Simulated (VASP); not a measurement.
# Si (Imma) in VASP: a series of runs, part 3 of 3

VASP 6.6.1. The steps go on from the part before.

## 4. Electric field gradients, LDA (volume scaled by 0.96)

File INCAR:

```
PREC = Accurate ; ENCUT = 520
EDIFF = 1E-8 ; ISMEAR = -1
SIGMA = 0.05 ; LREAL = False
LASPH = True ; NELM = 100
ALGO = Normal ; ISIF = 2
LWAVE = False ; LCHARG = False
LEFG = True ; NBANDS = 11
```

File KPOINTS:

```
regular mesh
0
Gamma
  16 16 16
```

File POSCAR:

```
Si
1.0
   -2.2205773517      2.3364893192      1.2577681579
    2.2205773517     -2.3364893192      1.2577681579
    2.2205773517      2.3364893192     -1.2577681579
Si
2
Direct
    0.8070000000      0.5570000000      0.2500000000
    0.1930000000      0.4430000000      0.7500000000
```

Potentials or basis: VASP PAW LDA potentials, release 64 (Si).

Launch:

```bash
cat potpaw_LDA.64/Si/POTCAR > POTCAR
mpirun -np 1 vasp_std > vasp.out
```

OUTCAR:

```text
PREC = Accurate
   ENCUT = 520
   EDIFF = 1E-8
   ISMEAR = -1
   LREAL = False
   LASPH = True
   NELM = 100
   ISIF = 2

 ion  position               nearest neighbor table
   1  0.807  0.557  0.250-   2 2.35   2 2.35   2 2.42   2 2.42   2 2.70   2 2.70
   2  0.193  0.443  0.750-   1 2.35   1 2.35   1 2.42   1 2.42   1 2.70   1 2.70

  LATTYP: Found a body centered orthorhombic cell.
 ALAT       =     2.5155363158
 B/A-ratio  =     1.7654901961
 C/A-ratio  =     1.8576470588

  Lattice vectors:

 A1 = (   2.2205773517,  -2.3364893192,   1.2577681579)
 A2 = (  -2.2205773517,  -2.3364893192,  -1.2577681579)
 A3 = (   2.2205773517,   2.3364893192,  -1.2577681579)

Analysis of symmetry for initial positions (statically):
=====================================================================
 Subroutine PRICEL returns:
 Original cell was already a primitive cell.

 Routine SETGRP: Setting up the symmetry group for a
 body centered orthorhombic supercell.

 Subroutine GETGRP returns: Found  8 space group operations
 (whereof  4 operations were pure point group operations)
 out of a pool of  8 trial point group operations.

The static configuration has the point symmetry C_2h.
 The point group associated with its full space group is D_2h.

Analysis of symmetry for dynamics (positions and initial velocities):
=====================================================================
 Subroutine PRICEL returns:
 Original cell was already a primitive cell.

 Routine SETGRP: Setting up the symmetry group for a
 body centered orthorhombic supercell.

 Subroutine GETGRP returns: Found  8 space group operations
 (whereof  4 operations were pure point group operations)
 out of a pool of  8 trial point group operations.

The dynamic configuration has the point symmetry C_2h.
 The point group associated with its full space group is D_2h.

 Subroutine INISYM returns: Found  8 space group operations
 (whereof  4 operations are pure point group operations),
 and found     1 'primitive' translations

----------------------------------------------------------------------------------------

                                     Primitive cell

  volume of cell :      26.1030

  direct lattice vectors                    reciprocal lattice vectors
    -2.220577352  2.336489319  1.257768158     0.000000000  0.213996270  0.397529542
     2.220577352 -2.336489319  1.257768158     0.225166667  0.000000000  0.397529542
     2.220577352  2.336489319 -1.257768158     0.225166667  0.213996270  0.000000000

  length of vectors
     3.460076134  3.460076134  3.460076134     0.451468870  0.456869527  0.310635528

  position of ions in fractional coordinates (direct lattice)
     0.807000000  0.557000000  0.250000000
     0.193000000  0.443000000  0.750000000

  ion indices of the primitive-cell ions
   primitive index   ion index
                 1           1
                 2           2

----------------------------------------------------------------------------------------

 KPOINTS: regular mesh

Automatic generation of k-mesh.
[... 79 lines left out ...]
   EMIN   =  10.00;   EMAX   =-10.00  energy-range for DOS
   EFERMI =   0.00;   METHOD = LEGACY
   ISMEAR =    -1;   SIGMA  =   0.05  broadening in eV -4-tet -1-fermi 0-gaus
   EFERMI_NEDOS =   21; number of points for ismear=-14 and -15
   IALGO  =     38    algorithm
   IMIX   =      4    mixing-type and parameters
     AMIX     =   0.40;   BMIX     =  1.00
     AMIX_MAG =   1.60;   BMIX_MAG =  1.00
  volume/ion in A,a.u.               =      13.05        88.08
  Fermi-wavevector in a.u.,A,eV,Ry     =   1.103760  2.085804 16.575795  1.218287
  Thomas-Fermi vector in A             =   2.240223
   LORBIT       =      0    0 simple, 1 ext, 2 COOP (PROOUT), +10 PAW based schemes
   GGA     = CA    functional components
   LHFCALC =     F    Hartree Fock is set to
   AEXX    =    0.0000 exact exchange contribution
   IVDW    =     0    specifies the selected vdW correction
   LEPSILON=     F    determine dielectric tensor
   LRPA    =     F    only Hartree local field effects (RPA)
 non-spin polarized calculation
  energy-cutoff  :      520.00
  volume of cell :       26.10
 maximum number of plane-waves:       718
 NGX is ok and might be reduce to    28
   NGX = 13   NGY = 13   NGZ = 13

 number of electron       7.9999999 magnetization

 Free energy of the ion-electron system (eV)
  ---------------------------------------------------
  ext. energy  EPLUGINS =         0.00000000
  ---------------------------------------------------
  free energy    TOTEN  =       -11.32020791 eV

  energy without entropy =      -11.31420102  energy(sigma->0) =      -11.31720447

 E-fermi :  11.2377     XC(G=0): -11.6211

 val. band max:       11.2375800734   @ k =  -0.2500  -0.3750   0.0625
 cond. band min:      11.2417084667   @ k =  -0.4375   0.5000   0.0625
 fundamental gap:      0.0041283934
 Fermi energy:        11.2376664231

 k-point     1 :       0.0000    0.0000    0.0000
  band No.  band energies     occupation
      1      -3.9041      2.00000
      2       8.1872      2.00000
      3       8.6972      2.00000
      4       9.6872      2.00000
      5      12.1784      0.00000
      6      19.0775      0.00000
      7      20.6280      0.00000
      8      21.4912      0.00000
      9      22.1577      0.00000
     10      22.3120      0.00000
     11      23.4447      0.00000
[... 309 lines left out ...]
 k-point    24 :      -0.1250    0.0625    0.0000
  band No.  band energies     occupation
      1      -3.6839      2.00000
      2       7.0698      2.00000
      3       8.4288      2.00000
      4      10.7907      1.99974
      5      13.2015      0.00000
      6      17.2738      0.00000
      7      19.6656      0.00000
      8      20.9279      0.00000
      9      21.4833      0.00000
     10      22.4503      0.00000
     11      23.9274      0.00000

 [... further k-points ...]
[... 5 lines left out ...]
  --------------------------------------------------------------------------------------
  -------------------------------------------------------------------------------------
  Total        2.7771305      3.3347611      2.7897921      0.0000000      0.0000000      0.0000000
  in kB      170.4576845    204.6845301    171.2348388      0.0000000      0.0000000      0.0000000
  external PRESSURE =     182.1256845 kB  Pullay stress =       0.0000000 kB

 VOLUME and BASIS-vectors are now :
 -----------------------------------------------------------------------------
  energy-cutoff  :      520.00
  volume of cell :       26.10
      direct lattice vectors                 reciprocal lattice vectors
    -2.220577352  2.336489319  1.257768158     0.000000000  0.213996270  0.397529542
     2.220577352 -2.336489319  1.257768158     0.225166667  0.000000000  0.397529542
     2.220577352  2.336489319 -1.257768158     0.225166667  0.213996270  0.000000000

 POSITION                                       TOTAL-FORCE (eV/Angst)
 -----------------------------------------------------------------------------------
     -0.00000      1.16824      1.40115         0.000000     -0.000000     -0.023772
      2.22058      1.16824     -0.14339        -0.000000      0.000000      0.023772
 -----------------------------------------------------------------------------------
    total drift:                                0.000000     -0.000000     -0.000000

  FREE ENERGIE OF THE ION-ELECTRON SYSTEM (eV)
  ---------------------------------------------------
  free  energy   TOTEN  =       -11.3202079120 eV

  energy  without entropy=      -11.3142010234  energy(sigma->0) =      -11.31720447

 Electric field gradients (V/A^2)
---------------------------------------------------------------------
 ion       V_xx      V_yy      V_zz      V_xy      V_xz      V_yz
---------------------------------------------------------------------
   1      10.554   -27.639    17.084     0.000     0.000     0.000
   2      10.554   -27.639    17.084     0.000     0.000     0.000
---------------------------------------------------------------------

 Electric field gradients after diagonalization (V/A^2)
 (convention: |V_zz| > |V_xx| > |V_yy|)
----------------------------------------------------------------------
 ion       V_xx      V_yy      V_zz     asymmetry (V_yy - V_xx)/ V_zz
----------------------------------------------------------------------
   1      17.084    10.554   -27.639       0.236
   2      17.084    10.554   -27.639       0.236
----------------------------------------------------------------------

           NMR quadrupolar parameters

 Cq : quadrupolar parameter    Cq=e*Q*V_zz/h
 eta: asymmetry parameters     (V_yy - V_xx)/ V_zz
 Q  : nuclear electric quadrupole moment in mb (millibarn)
----------------------------------------------------------------------
 ion       Cq(MHz)       eta       Q (mb)
----------------------------------------------------------------------
   1      -0.067       0.236       1.000
   2      -0.067       0.236       1.000
----------------------------------------------------------------------
```

Wall time 2.5 min (1 thread of AMD EPYC 9R45 (Zen 5), shared host); peak memory 0.21 GiB.

Results:

```
Free energy            : -11.3202 eV
Pressure               : 18.2 GPa
Largest force          : 0.024 eV/Å
Band gap on the k mesh : zero (band 4 reaches 14.28 eV, above the bottom of band 5 at 6.62 eV)
```

Forces on the atoms (eV/Å):
```
Si   0.000  0.000 -0.024
Si   0.000  0.000  0.024
```

Stress tensor (GPa, compression positive):
```
17.05  0.00  0.00
 0.00 20.47  0.00
 0.00  0.00 17.12
```

Levels at points of the mesh, in eV from the Fermi level:
```
           k point  band 2  band 3  band 4  band 5  band 6  band 7
(0.00, 0.00, 0.00)   -3.05   -2.54   -1.55    0.94    7.84    9.39
(0.50, 0.00, 0.00)   -7.82   -1.81   -1.43   -1.27   -0.05    5.02
(0.00, 0.50, 0.00)   -7.54   -2.89   -2.25   -1.31    0.94    5.35
(0.50, 0.50, 0.00)  -11.71    0.13    0.13    3.01    3.01    8.92
(0.50, 0.50, 0.50)   -8.28   -7.93   -7.64    5.91    6.60   14.66
```

Electric field gradients, principal values (V/Å²):
```csv
atom,least,middle,greatest (by size)
1 Si,10.554,17.084,-27.639
2 Si,10.554,17.084,-27.639
```

Caveat: without QUAD_EFG the Cq values of the log hold for a quadrupole moment of 1 mb, not for the nuclei.
